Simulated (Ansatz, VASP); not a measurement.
## Two plane-wave programs on ZnCu

```
Zn Cu
1.0
     2.90984    0.00000    0.00000
     0.00000    2.90984    0.00000
     0.00000    0.00000    2.90984
Zn Cu
1 1
Cartesian
  1.4549 1.4549 1.4549
  0.0000 0.0000 0.0000
```

Alike in both runs: task single point; functional PBE; k mesh 12 × 12 × 12; occupations gaussian, width 0.05 eV; no spin polarisation.

|  | VASP | Ansatz |
| --- | --- | --- |
| version | VASP 6.6.1 | Ansatz 0.2.0 |
| potentials or method | VASP PAW PBE potentials, release 64 (Zn, Cu), cutoff 520 eV | scalar-relativistic, plane waves, PAW |
| valence electrons in the cell | 23 | 31 |

|  | VASP | Ansatz | Ansatz less VASP |
| --- | --- | --- | --- |
| gap on the k mesh at the Fermi level (eV) | none | none | - |
| pressure (GPa) | 8.3 | 7.4 | -0.87 |

A gap of «none» marks a metal or a gap that the smearing closes. VASP's potentials hold 23 valence electrons a cell and Ansatz's 31, so a difference there can come from the potentials and not from the codes.
